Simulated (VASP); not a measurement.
# TiSb (P6_3/mmc) in VASP: notebook

The runs below take TiSb through electric field gradients, with LDA.

Program: VASP 6.6.1. These are calculated values, not measurements. Logs are shortened: lines on timing, memory, paths and dates and some standing lists are left out, and cuts for length are marked.

## (1) The cell of the first run

It takes space group P6_3/mmc (No. 194, hexagonal). Conventional cell: a = 4.184 Å, b = 4.184 Å, c = 6.407 Å, α = 90.00°, β = 90.00°, γ = 120.00°. Ti (site symmetry -3m) has 6 Sb at 2.90 Å and 2 Ti at 3.20 Å within 3.8 Å. Sb (site symmetry -6m2) has 6 Ti at 2.90 Å within 3.8 Å.

## (2) Electric field gradients, LDA (24.28 Å³/atom)

INCAR

```
SYSTEM = TiSb
PREC = Accurate ; ENCUT = 520
EDIFF = 1E-8 ; ISMEAR = -1
SIGMA = 0.03 ; LREAL = .False.
LASPH = .True. ; NELM = 100
ALGO = Normal ; ISIF = 2
LWAVE = .False. ; LCHARG = .False.
LEFG = .True. ; NBANDS = 25
```

KPOINTS

```
Automatic mesh
0
Gamma
  12 12 7
  0 0 0
```

POSCAR

```
TiSb
1.0
    4.1837763938      0.0000000000      0.0000000000
   -2.0918881970      3.6232566408      0.0000000000
    0.0000000000      0.0000000000      6.4068391310
Ti Sb
2 2
Direct
    0.0000000000      0.0000000000      0.0000000000
    0.0000000000      0.0000000000      0.5000000000
    0.3333333333      0.6666666667      0.2500000000
    0.6666666667      0.3333333333      0.7500000000
```

Potentials or basis: VASP PAW LDA potentials, release 64 (Ti_sv, Sb).

Run with:

```bash
$ cat potpaw_LDA.64/Ti_sv/POTCAR potpaw_LDA.64/Sb/POTCAR > POTCAR
$ mpirun -np 1 vasp_std > vasp.out
```

OUTCAR:

```text
SYSTEM = TiSb
   PREC = Accurate
   ENCUT = 520
   EDIFF = 1E-8
   ISMEAR = -1
   LREAL = .False.
   LASPH = .True.
   NELM = 100
   ISIF = 2

 ion  position               nearest neighbor table
   1  0.000  0.000  0.000-   3 2.90   4 2.90   4 2.90   3 2.90   4 2.90   3 2.90
   2  0.000  0.000  0.500-   3 2.90   4 2.90   4 2.90   3 2.90   4 2.90   3 2.90
   3  0.333  0.667  0.250-   1 2.90   2 2.90   1 2.90   2 2.90   1 2.90   2 2.90
   4  0.667  0.333  0.750-   1 2.90   2 2.90   1 2.90   2 2.90   1 2.90   2 2.90

  LATTYP: Found a hexagonal cell.
 ALAT       =     4.1837763938
 C/A-ratio  =     1.5313531432

  Lattice vectors:

 A1 = (   4.1837763938,   0.0000000000,   0.0000000000)
 A2 = (  -2.0918881970,   3.6232566408,   0.0000000000)
 A3 = (   0.0000000000,   0.0000000000,   6.4068391310)

Analysis of symmetry for initial positions (statically):
=====================================================================
 Subroutine PRICEL returns:
 Original cell was already a primitive cell.

 Routine SETGRP: Setting up the symmetry group for a
 hexagonal supercell.

 Subroutine GETGRP returns: Found 24 space group operations
 (whereof 12 operations were pure point group operations)
 out of a pool of 24 trial point group operations.

The static configuration has the point symmetry D_3d.
 The point group associated with its full space group is D_6h.

Analysis of symmetry for dynamics (positions and initial velocities):
=====================================================================
 Subroutine PRICEL returns:
 Original cell was already a primitive cell.

 Routine SETGRP: Setting up the symmetry group for a
 hexagonal supercell.

 Subroutine GETGRP returns: Found 24 space group operations
 (whereof 12 operations were pure point group operations)
 out of a pool of 24 trial point group operations.

The dynamic configuration has the point symmetry D_3d.
 The point group associated with its full space group is D_6h.

 Subroutine INISYM returns: Found 24 space group operations
 (whereof 12 operations are pure point group operations),
 and found     1 'primitive' translations

----------------------------------------------------------------------------------------

                                     Primitive cell

  volume of cell :      97.1206

  direct lattice vectors                    reciprocal lattice vectors
     4.183776394  0.000000000  0.000000000     0.239018510  0.137997401  0.000000000
    -2.091888197  3.623256641  0.000000000     0.000000000  0.275994802  0.000000000
     0.000000000  0.000000000  6.406839131     0.000000000  0.000000000  0.156083207

  length of vectors
     4.183776394  4.183776394  6.406839131     0.275994802  0.275994802  0.156083207

  position of ions in fractional coordinates (direct lattice)
     0.000000000  0.000000000  0.000000000
     0.000000000  0.000000000  0.500000000
     0.333333333  0.666666667  0.250000000
     0.666666667  0.333333333  0.750000000

  ion indices of the primitive-cell ions
   primitive index   ion index
                 1           1
                 2           2
                 3           3
                 4           4

----------------------------------------------------------------------------------------

 KPOINTS: Automatic mesh

Automatic generation of k-mesh.
 Grid dimensions read from file:
 generate k-points for:   12   12    7

 Generating k-lattice:

  Cartesian coordinates                     Fractional coordinates (reciprocal lattice)
     0.019918209  0.011499783  0.000000000     0.083333333  0.000000000  0.000000000
     0.000000000  0.022999567  0.000000000     0.000000000  0.083333333  0.000000000
     0.000000000  0.000000000  0.022297601     0.000000000  0.000000000  0.142857143

  Length of vectors
     0.022999567  0.022999567  0.022297601

  Shift w.r.t. Gamma in fractional coordinates (k-lattice)
     0.000000000  0.000000000  0.000000000

 Subroutine IBZKPT returns following result:
 ===========================================

 Found     76 irreducible k-points:

 Following reciprocal coordinates:
            Coordinates               Weight
  0.000000  0.000000  0.000000      1.000000
  0.083333 -0.000000  0.000000      6.000000
  0.166667 -0.000000  0.000000      6.000000
  0.250000  0.000000  0.000000      6.000000
  0.333333 -0.000000  0.000000      6.000000
  0.416667 -0.000000  0.000000      6.000000
[... 16 lines left out ...]
  0.250000  0.000000  0.142857     12.000000
  0.333333 -0.000000  0.142857     12.000000
 [... further k-points ...]
   k-points           NKPTS =     76   k-points in BZ     NKDIM =     76   number of bands    NBANDS=     25
   number of dos      NEDOS =    301   number of ions     NIONS =      4
   total plane-waves  NPLWV =  49152
   dimension x,y,z NGX =    32 NGY =   32 NGZ =   48
   dimension x,y,z NGXF=    64 NGYF=   64 NGZF=   96
   ions per type =               2   2
   NGX,Y,Z   is equivalent  to a cutoff of  12.72, 12.72, 12.46 a.u.
   NGXF,Y,Z  is equivalent  to a cutoff of  25.43, 25.43, 24.91 a.u.
 SYSTEM =  TiSb
   PREC   = accura    normal or accurate (medium, high low for compatibility)
   ISTART =      0    job   : 0-new  1-cont  2-samecut
   ICHARG =      2    charge: 1-file 2-atom 10-const
   ISPIN  =      1    spin polarized calculation?
   LNONCOLLINEAR =      F non collinear calculations
   LSORBIT =      F    spin-orbit coupling
   LASPH  =      T    aspherical Exc in radial PAW
   ENCUT  =  520.0 eV  38.22 Ry    6.18 a.u.   7.78  7.78 11.91*2*pi/ulx,y,z
   NELM   =    100;   NELMIN=  2; NELMDL= -5     # of ELM steps
   EDIFF  = 0.1E-07   stopping-criterion for ELM
   LREAL  =      F    real-space projection
   EDIFFG = 0.1E-06   stopping-criterion for IOM
   NSW    =      0    number of steps for IOM
   IBRION =     -1    ionic relax: 0-MD 1-quasi-New 2-CG
   NFREE  =      0    steps in history (QN), initial steepest desc. (CG)
   ISIF   =      2    stress and relaxation
   ISYM   =      2    0-nonsym 1-usesym 2-fastsym
   POTIM  = 0.5000    time-step for ionic-motion
   TEBEG  =    0.0;   TEEND  =   0.0 temperature during run
   PSTRESS=    0.0 pullay stress
   NELECT =      34.0000    total number of electrons
   NUPDOWN=      -1.0000    fix difference up-down
   EMIN   =  10.00;   EMAX   =-10.00  energy-range for DOS
   EFERMI =   0.00;   METHOD = LEGACY
   ISMEAR =    -1;   SIGMA  =   0.03  broadening in eV -4-tet -1-fermi 0-gaus
   EFERMI_NEDOS =   21; number of points for ismear=-14 and -15
   IALGO  =     38    algorithm
   IMIX   =      4    mixing-type and parameters
     AMIX     =   0.40;   BMIX     =  1.00
     AMIX_MAG =   1.60;   BMIX_MAG =  1.00
  volume/ion in A,a.u.               =      24.28       163.85
  Fermi-wavevector in a.u.,A,eV,Ry     =   1.153800  2.180367 18.112828  1.331255
  Thomas-Fermi vector in A             =   2.290442
   LORBIT       =      0    0 simple, 1 ext, 2 COOP (PROOUT), +10 PAW based schemes
   GGA     = CA    functional components
   LHFCALC =     F    Hartree Fock is set to
   AEXX    =    0.0000 exact exchange contribution
   IVDW    =     0    specifies the selected vdW correction
   LEPSILON=     F    determine dielectric tensor
   LRPA    =     F    only Hartree local field effects (RPA)
 non-spin polarized calculation
  energy-cutoff  :      520.00
  volume of cell :       97.12
 maximum number of plane-waves:      2640
 NGX is ok and might be reduce to    32
   NGX = 15   NGY = 15   NGZ = 23

 number of electron      34.0000006 magnetization

 Free energy of the ion-electron system (eV)
  ---------------------------------------------------
  ext. energy  EPLUGINS =         0.00000000
  ---------------------------------------------------
  free energy    TOTEN  =       -28.27458400 eV

  energy without entropy =      -28.26154313  energy(sigma->0) =      -28.26806356

 E-fermi :   7.1924     XC(G=0): -10.4059

 val. band max:        7.1806993474   @ k =   0.3333   0.3333   0.1429
 cond. band min:       7.1957298097   @ k =   0.0833  -0.0000   0.0000
 fundamental gap:      0.0150304623
 Fermi energy:         7.1924414289

 k-point     1 :       0.0000    0.0000    0.0000
  band No.  band energies     occupation
      1     -49.6671      2.00000
      2     -49.6542      2.00000
      3     -26.3771      2.00000
      4     -26.3771      2.00000
      5     -26.3620      2.00000
      6     -26.3620      2.00000
[... 17 lines left out ...]
     24       9.6481      0.00000
     25      10.6698      0.00000

 k-point     2 :       0.0833   -0.0000    0.0000
  band No.  band energies     occupation
      1     -49.6671      2.00000
      2     -49.6541      2.00000
      3     -26.3782      2.00000
      4     -26.3774      2.00000
      5     -26.3628      2.00000
      6     -26.3621      2.00000
[... 17 lines left out ...]
     24       9.6276      0.00000
     25      10.4083      0.00000

 k-point     3 :       0.1667   -0.0000    0.0000
  band No.  band energies     occupation
      1     -49.6669      2.00000
      2     -49.6540      2.00000
      3     -26.3809      2.00000
      4     -26.3781      2.00000
      5     -26.3650      2.00000
      6     -26.3626      2.00000
[... 17 lines left out ...]
     24       9.6803      0.00000
     25       9.9320      0.00000

 k-point     4 :       0.2500    0.0000    0.0000
  band No.  band energies     occupation
      1     -49.6667      2.00000
      2     -49.6538      2.00000
      3     -26.3847      2.00000
      4     -26.3791      2.00000
      5     -26.3680      2.00000
      6     -26.3631      2.00000
[... 17 lines left out ...]
     24       9.4732      0.00000
     25      10.1554      0.00000
[... 477 lines left out ...]
 k-point    22 :       0.1667   -0.0000    0.1429
  band No.  band energies     occupation
      1     -49.6663      2.00000
      2     -49.6546      2.00000
      3     -26.3801      2.00000
      4     -26.3773      2.00000
      5     -26.3657      2.00000
      6     -26.3633      2.00000
[... 17 lines left out ...]
     24       9.3449      0.00000
     25      10.0433      0.00000

 k-point    23 :       0.2500    0.0000    0.1429
  band No.  band energies     occupation
      1     -49.6661      2.00000
      2     -49.6545      2.00000
      3     -26.3839      2.00000
      4     -26.3783      2.00000
      5     -26.3688      2.00000
      6     -26.3639      2.00000
[... 17 lines left out ...]
     24       9.3518      0.00000
     25      10.1491      0.00000

 k-point    24 :       0.3333   -0.0000    0.1429
  band No.  band energies     occupation
      1     -49.6659      2.00000
      2     -49.6543      2.00000
      3     -26.3876      2.00000
      4     -26.3792      2.00000
      5     -26.3718      2.00000
      6     -26.3645      2.00000
[... 17 lines left out ...]
     24       9.2629      0.00000
     25      10.3618      0.00000

 [... further k-points ...]
[... 5 lines left out ...]
  --------------------------------------------------------------------------------------
  -------------------------------------------------------------------------------------
  Total       -6.9003114     -6.9003114     -7.5031033      0.0000000      0.0000000     -0.0000000
  in kB     -113.8329233   -113.8329233   -123.7770502      0.0000000      0.0000000     -0.0000000
  external PRESSURE =    -117.1476323 kB  Pullay stress =       0.0000000 kB

 VOLUME and BASIS-vectors are now :
 -----------------------------------------------------------------------------
  energy-cutoff  :      520.00
  volume of cell :       97.12
      direct lattice vectors                 reciprocal lattice vectors
     4.183776394  0.000000000  0.000000000     0.239018510  0.137997401  0.000000000
    -2.091888197  3.623256641  0.000000000     0.000000000  0.275994802  0.000000000
     0.000000000  0.000000000  6.406839131     0.000000000  0.000000000  0.156083207

 POSITION                                       TOTAL-FORCE (eV/Angst)
 -----------------------------------------------------------------------------------
      0.00000      0.00000      0.00000         0.000000      0.000000      0.000000
      0.00000      0.00000      3.20342         0.000000      0.000000      0.000000
     -0.00000      2.41550      1.60171         0.000000      0.000000      0.000000
      2.09189      1.20775      4.80513        -0.000000      0.000000      0.000000
 -----------------------------------------------------------------------------------
    total drift:                                0.000000     -0.000000      0.000000

  FREE ENERGIE OF THE ION-ELECTRON SYSTEM (eV)
  ---------------------------------------------------
  free  energy   TOTEN  =       -28.2745839986 eV

  energy  without entropy=      -28.2615431270  energy(sigma->0) =      -28.26806356

 Electric field gradients (V/A^2)
---------------------------------------------------------------------
 ion       V_xx      V_yy      V_zz      V_xy      V_xz      V_yz
---------------------------------------------------------------------
   1      23.848    23.849   -47.697     0.001    -0.000     0.000
   2      23.848    23.849   -47.697     0.001     0.000    -0.000
   3     -12.665   -12.665    25.331    -0.000     0.000    -0.000
   4     -12.665   -12.665    25.331    -0.000    -0.000     0.000
---------------------------------------------------------------------

 Electric field gradients after diagonalization (V/A^2)
 (convention: |V_zz| > |V_xx| > |V_yy|)
----------------------------------------------------------------------
 ion       V_xx      V_yy      V_zz     asymmetry (V_yy - V_xx)/ V_zz
----------------------------------------------------------------------
   1      23.849    23.848   -47.697       0.000
   2      23.849    23.848   -47.697       0.000
   3     -12.666   -12.665    25.331       0.000
   4     -12.666   -12.665    25.331       0.000
----------------------------------------------------------------------

           NMR quadrupolar parameters

 Cq : quadrupolar parameter    Cq=e*Q*V_zz/h
 eta: asymmetry parameters     (V_yy - V_xx)/ V_zz
 Q  : nuclear electric quadrupole moment in mb (millibarn)
----------------------------------------------------------------------
 ion       Cq(MHz)       eta       Q (mb)
----------------------------------------------------------------------
   1      -0.115       0.000       1.000
   2      -0.115       0.000       1.000
   3       0.061       0.000       1.000
   4       0.061       0.000       1.000
----------------------------------------------------------------------
```

Run time: 3.1 min. Hardware: 1 thread of AMD EPYC 7R43 (Zen 3), shared host; peak memory 0.26 GiB.

What came out:

```
Free energy                             : -28.2746 eV
Pressure                                : -11.7 GPa
Band gap on the k mesh                  : zero (bands 17 and 18 overlap by 0.44 eV)
Largest electric field gradient by atom : Ti -47.7; Sb +25.3 V/Å²
```

Stress tensor (GPa, compression positive):
```
-11.38   0.00   0.00
  0.00 -11.38   0.00
  0.00   0.00 -12.38
```

Electric field gradients, principal values (V/Å²):
```tsv
atom	least	middle	greatest (by size)
1 Ti	23.848	23.849	-47.697
2 Ti	23.848	23.849	-47.697
3 Sb	-12.665	-12.666	25.331
4 Sb	-12.665	-12.666	25.331
```

Caveat: the cell stands under tension; without QUAD_EFG the Cq values of the log hold for a quadrupole moment of 1 mb, not for the nuclei; spin-orbit coupling is left out, which moves the levels of the heavy elements.

(Part 1 of 3 ends here.)
